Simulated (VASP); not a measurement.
# ScIn3SbP (P4/mmm) in VASP: a series of runs

The runs below take ScIn3SbP through single point, relaxation of cell and atoms, with PBE.

Everything below comes from runs of VASP 6.6.1. Logs are shortened: lines on timing, memory, paths and dates and some standing lists are left out, and cuts for length are marked.

### Step 1. The cell of the first run

The structure is tetragonal, space group P4/mmm (No. 123). Conventional cell: a = 4.364 Å, b = 4.364 Å, c = 8.854 Å, α = 90.00°, β = 90.00°, γ = 90.00°. Within 3.2 Å of Sc (site symmetry 4/mmm) lie 6 In at 2.39 to 3.09 Å. Within 2.7 Å of In (site symmetry 4mm) lie 1 Sb at 2.04 Å and 1 Sc at 2.39 Å. In (site symmetry 4/mmm) has 4 Sc at 3.09 Å and 8 In at 3.90 Å within 4.1 Å. Sb (site symmetry 4/mmm) has 2 In at 2.04 Å within 2.7 Å. Within 4.1 Å of P (site symmetry 4/mmm) lie 4 Sb at 3.09 Å and 8 In at 3.70 Å.

The cell was generated, and may not be a known phase.

### Step 2. Single point, PBE

INCAR

```
PREC = Accurate
ENCUT = 520
EDIFF = 1E-6
ISMEAR = 0
SIGMA = 0.1
LREAL = F
LASPH = T
NELM = 60
ALGO = Normal
ISIF = 2
LWAVE = F
LCHARG = T
GGA = PE
LELF = T
LVHAR = T
NBANDS = 39
```

KPOINTS

```
regular mesh
0
Gamma
  4 4 2
```

POSCAR

```
ScIn3SbP
1.0
    4.3637002500      0.0000000000      0.0000000000
    0.0000000000      4.3637002500      0.0000000000
    0.0000000000      0.0000000000      8.8539714000
Sc In Sb P
1 3 1 1
Direct
    0.0000000000      0.0000000000      0.5000000000
    0.0000000000      0.0000000000      0.7699961900
    0.0000000000      0.0000000000      0.2300038100
    0.5000000000      0.5000000000      0.5000000000
    0.0000000000      0.0000000000      0.0000000000
    0.5000000000      0.5000000000      0.0000000000
```

Potentials or basis: VASP PAW PBE potentials, release 64 (Sc_sv, In_d, Sb, P).

On the command line:

```bash
> cat potpaw_PBE.64/Sc_sv/POTCAR potpaw_PBE.64/In_d/POTCAR potpaw_PBE.64/Sb/POTCAR potpaw_PBE.64/P/POTCAR > POTCAR
> mpirun -np 1 vasp_std > vasp.out
```

OUTCAR:

```text
PREC = Accurate
   ENCUT = 520
   EDIFF = 1E-6
   ISMEAR = 0
   LREAL = F
   LASPH = T
   NELM = 60
   ISIF = 2
   GGA = PE

 ion  position               nearest neighbor table
   1  0.000  0.000  0.500-   2 2.39   3 2.39   4 3.09   4 3.09   4 3.09   4 3.09
   2  0.000  0.000  0.770-   5 2.04   1 2.39   4 3.90   4 3.90   4 3.90   4 3.90
   3  0.000  0.000  0.230-   5 2.04   1 2.39   4 3.90   4 3.90   4 3.90   4 3.90
   4  0.500  0.500  0.500-   1 3.09   1 3.09   1 3.09   1 3.09   2 3.90   3 3.90   3 3.90   2 3.90
                             3 3.90   2 3.90   2 3.90   3 3.90
   5  0.000  0.000  0.000-   2 2.04   3 2.04   6 3.09   6 3.09   6 3.09   6 3.09
   6  0.500  0.500  0.000-   5 3.09   5 3.09   5 3.09   5 3.09

  LATTYP: Found a simple tetragonal cell.
 ALAT       =     4.3637002500
 C/A-ratio  =     2.0290054066

  Lattice vectors:

 A1 = (   4.3637002500,   0.0000000000,   0.0000000000)
 A2 = (   0.0000000000,   4.3637002500,   0.0000000000)
 A3 = (   0.0000000000,   0.0000000000,   8.8539714000)

Analysis of symmetry for initial positions (statically):
=====================================================================
 Subroutine PRICEL returns:
 Original cell was already a primitive cell.

 Routine SETGRP: Setting up the symmetry group for a
 simple tetragonal supercell.

 Subroutine GETGRP returns: Found 16 space group operations
 (whereof 16 operations were pure point group operations)
 out of a pool of 16 trial point group operations.

The static configuration has the point symmetry D_4h.

Analysis of symmetry for dynamics (positions and initial velocities):
=====================================================================
 Subroutine PRICEL returns:
 Original cell was already a primitive cell.

 Routine SETGRP: Setting up the symmetry group for a
 simple tetragonal supercell.

 Subroutine GETGRP returns: Found 16 space group operations
 (whereof 16 operations were pure point group operations)
 out of a pool of 16 trial point group operations.

The dynamic configuration has the point symmetry D_4h.

 Subroutine INISYM returns: Found 16 space group operations
 (whereof 16 operations are pure point group operations),
 and found     1 'primitive' translations

----------------------------------------------------------------------------------------

                                     Primitive cell

  volume of cell :     168.5963

  direct lattice vectors                    reciprocal lattice vectors
     4.363700250  0.000000000  0.000000000     0.229163312  0.000000000  0.000000000
     0.000000000  4.363700250  0.000000000     0.000000000  0.229163312  0.000000000
     0.000000000  0.000000000  8.853971400     0.000000000  0.000000000  0.112943667

  length of vectors
     4.363700250  4.363700250  8.853971400     0.229163312  0.229163312  0.112943667

  position of ions in fractional coordinates (direct lattice)
     0.000000000  0.000000000  0.500000000
     0.000000000  0.000000000  0.769996190
     0.000000000  0.000000000  0.230003810
     0.500000000  0.500000000  0.500000000
     0.000000000  0.000000000  0.000000000
     0.500000000  0.500000000  0.000000000

  ion indices of the primitive-cell ions
   primitive index   ion index
                 1           1
                 2           2
                 3           3
                 4           4
                 5           5
                 6           6

----------------------------------------------------------------------------------------

 KPOINTS: regular mesh

Automatic generation of k-mesh.
 Grid dimensions read from file:
 generate k-points for:    4    4    2

 Generating k-lattice:

  Cartesian coordinates                     Fractional coordinates (reciprocal lattice)
     0.057290828  0.000000000  0.000000000     0.250000000  0.000000000  0.000000000
     0.000000000  0.057290828  0.000000000     0.000000000  0.250000000  0.000000000
     0.000000000  0.000000000  0.056471834     0.000000000  0.000000000  0.500000000

  Length of vectors
     0.057290828  0.057290828  0.056471834

  Shift w.r.t. Gamma in fractional coordinates (k-lattice)
     0.000000000  0.000000000  0.000000000

 Subroutine IBZKPT returns following result:
 ===========================================

 Found     12 irreducible k-points:

 Following reciprocal coordinates:
            Coordinates               Weight
  0.000000  0.000000  0.000000      1.000000
  0.250000  0.000000  0.000000      4.000000
  0.500000  0.000000  0.000000      2.000000
  0.250000  0.250000  0.000000      4.000000
  0.500000  0.250000  0.000000      4.000000
  0.500000  0.500000  0.000000      1.000000
  0.000000  0.000000  0.500000      1.000000
  0.250000  0.000000  0.500000      4.000000
  0.500000  0.000000  0.500000      2.000000
  0.250000  0.250000  0.500000      4.000000
  0.500000  0.250000  0.500000      4.000000
  0.500000  0.500000  0.500000      1.000000
   k-points           NKPTS =     12   k-points in BZ     NKDIM =     12   number of bands    NBANDS=     39
   number of dos      NEDOS =    301   number of ions     NIONS =      6
   total plane-waves  NPLWV =  71680
   dimension x,y,z NGX =    32 NGY =   32 NGZ =   70
   dimension x,y,z NGXF=    64 NGYF=   64 NGZF=  140
   ions per type =               1   3   1   1
   NGX,Y,Z   is equivalent  to a cutoff of  12.19, 12.19, 13.14 a.u.
   NGXF,Y,Z  is equivalent  to a cutoff of  24.38, 24.38, 26.29 a.u.
 SYSTEM =  unknown system
   PREC   = accura    normal or accurate (medium, high low for compatibility)
   ISTART =      0    job   : 0-new  1-cont  2-samecut
   ICHARG =      2    charge: 1-file 2-atom 10-const
   ISPIN  =      1    spin polarized calculation?
   LNONCOLLINEAR =      F non collinear calculations
   LSORBIT =      F    spin-orbit coupling
   LASPH  =      T    aspherical Exc in radial PAW
   ENCUT  =  520.0 eV  38.22 Ry    6.18 a.u.   8.11  8.11 16.46*2*pi/ulx,y,z
   NELM   =     60;   NELMIN=  2; NELMDL= -5     # of ELM steps
   EDIFF  = 0.1E-05   stopping-criterion for ELM
   LREAL  =      F    real-space projection
[... 7 lines left out ...]
   TEBEG  =    0.0;   TEEND  =   0.0 temperature during run
   PSTRESS=    0.0 pullay stress
   NELECT =      60.0000    total number of electrons
   NUPDOWN=      -1.0000    fix difference up-down
   EMIN   =  10.00;   EMAX   =-10.00  energy-range for DOS
   EFERMI =   0.00;   METHOD = LEGACY
   ISMEAR =     0;   SIGMA  =   0.10  broadening in eV -4-tet -1-fermi 0-gaus
   EFERMI_NEDOS =   21; number of points for ismear=-14 and -15
   IALGO  =     38    algorithm
   IMIX   =      4    mixing-type and parameters
     AMIX     =   0.40;   BMIX     =  1.00
     AMIX_MAG =   1.60;   BMIX_MAG =  1.00
  volume/ion in A,a.u.               =      28.10       189.62
  Fermi-wavevector in a.u.,A,eV,Ry     =   1.160137  2.192341 18.312323  1.345918
  Thomas-Fermi vector in A             =   2.296723
   LORBIT       =      0    0 simple, 1 ext, 2 COOP (PROOUT), +10 PAW based schemes
   GGA     = PE    functional components
   LHFCALC =     F    Hartree Fock is set to
   AEXX    =    0.0000 exact exchange contribution
   IVDW    =     0    specifies the selected vdW correction
   LEPSILON=     F    determine dielectric tensor
   LRPA    =     F    only Hartree local field effects (RPA)
 non-spin polarized calculation
 Gauss-broadening in eV      SIGMA  =   0.10
  energy-cutoff  :      520.00
  volume of cell :      168.60
 maximum number of plane-waves:      4584
   NGX = 17   NGY = 17   NGZ = 33

 number of electron      59.9999981 magnetization

 Free energy of the ion-electron system (eV)
  ---------------------------------------------------
  ext. energy  EPLUGINS =         0.00000000
  ---------------------------------------------------
  free energy    TOTEN  =        -9.83734087 eV

  energy without entropy =       -9.79115447  energy(sigma->0) =       -9.81424767

 E-fermi :   5.1717     XC(G=0):  -9.3379

 val. band max:        5.1441741751   @ k =   0.2500   0.0000   0.5000
 cond. band min:       5.1801066983   @ k =   0.5000   0.0000   0.5000
 fundamental gap:      0.0359325232
 Fermi energy:         5.1716848607

 k-point     1 :       0.0000    0.0000    0.0000
  band No.  band energies     occupation
      1     -44.0086      2.00000
      2     -22.8671      2.00000
      3     -22.6947      2.00000
      4     -22.6947      2.00000
      5     -11.3358      2.00000
      6     -11.0939      2.00000
[... 31 lines left out ...]
     38       8.5944      0.00000
     39       9.2278      0.00000

 k-point     2 :       0.2500    0.0000    0.0000
  band No.  band energies     occupation
      1     -44.0084      2.00000
      2     -22.8667      2.00000
      3     -22.7005      2.00000
      4     -22.6951      2.00000
      5     -11.3246      2.00000
      6     -11.0925      2.00000
[... 31 lines left out ...]
     38       8.9919      0.00000
     39       9.4995      0.00000

 k-point     3 :       0.5000    0.0000    0.0000
  band No.  band energies     occupation
      1     -44.0082      2.00000
      2     -22.8663      2.00000
      3     -22.7063      2.00000
      4     -22.6954      2.00000
      5     -11.3135      2.00000
      6     -11.0912      2.00000
[... 31 lines left out ...]
     38       9.5961      0.00000
     39       9.6361      0.00000

 k-point     4 :       0.2500    0.2500    0.0000
  band No.  band energies     occupation
      1     -44.0083      2.00000
      2     -22.8663      2.00000
      3     -22.7008      2.00000
      4     -22.6993      2.00000
      5     -11.3157      2.00000
      6     -11.0912      2.00000
[... 31 lines left out ...]
     38       8.6833      0.00000
     39       8.9247      0.00000

 k-point     5 :       0.5000    0.2500    0.0000
  band No.  band energies     occupation
      1     -44.0081      2.00000
      2     -22.8658      2.00000
      3     -22.7051      2.00000
      4     -22.6996      2.00000
      5     -11.3067      2.00000
      6     -11.0898      2.00000
[... 31 lines left out ...]
     38       8.5811      0.00000
     39       8.6108      0.00000

 k-point     6 :       0.5000    0.5000    0.0000
  band No.  band energies     occupation
      1     -44.0079      2.00000
      2     -22.8654      2.00000
      3     -22.7038      2.00000
      4     -22.7038      2.00000
      5     -11.2999      2.00000
      6     -11.0885      2.00000
[... 31 lines left out ...]
     38       8.3505      0.00000
     39       8.3505      0.00000

 k-point     7 :       0.0000    0.0000    0.5000
  band No.  band energies     occupation
      1     -44.0086      2.00000
      2     -22.8664      2.00000
      3     -22.6947      2.00000
      4     -22.6947      2.00000
      5     -11.2487      2.00000
      6     -11.1941      2.00000
[... 31 lines left out ...]
     38       8.5891      0.00000
     39       9.3620      0.00000

 k-point     8 :       0.2500    0.0000    0.5000
  band No.  band energies     occupation
      1     -44.0084      2.00000
      2     -22.8660      2.00000
      3     -22.7005      2.00000
      4     -22.6951      2.00000
      5     -11.2475      2.00000
      6     -11.1821      2.00000
[... 31 lines left out ...]
     38       8.6668      0.00000
     39       9.8922      0.00000

 k-point     9 :       0.5000    0.0000    0.5000
  band No.  band energies     occupation
      1     -44.0082      2.00000
      2     -22.8656      2.00000
      3     -22.7063      2.00000
      4     -22.6954      2.00000
      5     -11.2464      2.00000
      6     -11.1701      2.00000
[... 31 lines left out ...]
     38       8.4366      0.00000
     39      11.1560      0.00000

 k-point    10 :       0.2500    0.2500    0.5000
  band No.  band energies     occupation
      1     -44.0083      2.00000
      2     -22.8655      2.00000
      3     -22.7008      2.00000
      4     -22.6993      2.00000
      5     -11.2465      2.00000
      6     -11.1724      2.00000
[... 31 lines left out ...]
     38       8.4497      0.00000
     39       8.5575      0.00000

 k-point    11 :       0.5000    0.2500    0.5000
  band No.  band energies     occupation
      1     -44.0081      2.00000
      2     -22.8651      2.00000
      3     -22.7051      2.00000
      4     -22.6996      2.00000
      5     -11.2454      2.00000
      6     -11.1627      2.00000
[... 31 lines left out ...]
     38       8.1076      0.00000
     39       9.5638      0.00000

 k-point    12 :       0.5000    0.5000    0.5000
  band No.  band energies     occupation
      1     -44.0079      2.00000
      2     -22.8646      2.00000
      3     -22.7038      2.00000
      4     -22.7038      2.00000
      5     -11.2444      2.00000
      6     -11.1553      2.00000
[... 31 lines left out ...]
     38       8.7931      0.00000
     39       8.7933      0.00000

------------------------ aborting loop because EDIFF is reached ----------------------------------------

  FORCE on cell =-STRESS in cart. coord.  units (eV):
  Direction    XX          YY          ZZ          XY          YZ          ZX
  --------------------------------------------------------------------------------------
  -------------------------------------------------------------------------------------
  Total       -5.4416113     -5.4416113    100.9008752      0.0000000      0.0000000     -0.0000000
  in kB      -51.7118603    -51.7118603    958.8652504      0.0000000      0.0000000     -0.0000000
  external PRESSURE =     285.1471766 kB  Pullay stress =       0.0000000 kB

 VOLUME and BASIS-vectors are now :
 -----------------------------------------------------------------------------
  energy-cutoff  :      520.00
  volume of cell :      168.60
      direct lattice vectors                 reciprocal lattice vectors
     4.363700250  0.000000000  0.000000000     0.229163312  0.000000000  0.000000000
     0.000000000  4.363700250  0.000000000     0.000000000  0.229163312  0.000000000
     0.000000000  0.000000000  8.853971400     0.000000000  0.000000000  0.112943667

 POSITION                                       TOTAL-FORCE (eV/Angst)
 -----------------------------------------------------------------------------------
      0.00000      0.00000      4.42699        -0.000000      0.000000      0.000000
      0.00000      0.00000      6.81752        -0.000000     -0.000000    -14.312138
      0.00000      0.00000      2.03645         0.000000     -0.000000     14.312138
      2.18185      2.18185      4.42699        -0.000000      0.000000      0.000000
      0.00000      0.00000      0.00000        -0.000000      0.000000      0.000000
      2.18185      2.18185      0.00000        -0.000000      0.000000      0.000000
 -----------------------------------------------------------------------------------
    total drift:                                0.000000      0.000000      0.000000

  FREE ENERGIE OF THE ION-ELECTRON SYSTEM (eV)
  ---------------------------------------------------
  free  energy   TOTEN  =        -9.8373408682 eV

  energy  without entropy=       -9.7911544698  energy(sigma->0) =       -9.81424767
```

It took 45 s on 1 thread of Intel Xeon 6975P-C (Granite Rapids), shared host; peak memory 0.3 GiB.

Results:

```yaml
Free_energy: -9.8373 eV
Pressure: 28.5 GPa
Largest_force: 14.312 eV/Å
Band_gap_on_the_k_mesh: zero (bands 30 and 31 overlap by 1.78 eV)
```

Forces in eV/Å, atoms in the order of the input:
```
Sc    0.000   0.000   0.000
In    0.000   0.000 -14.312
In    0.000   0.000  14.312
In    0.000   0.000   0.000
Sb    0.000   0.000   0.000
P     0.000   0.000   0.000
```

Caveat: the stress differs along the axes, from -5 to 96 GPa; spin-orbit coupling is left out, which moves the levels of the heavy elements; forces of over 1 eV/Å act on the atoms, so gaps and moduli don't describe the material at rest.

(Continued in part 2 of 2.)

The gap in the log of VASP goes by the Fermi energy; the results here count the filled bands.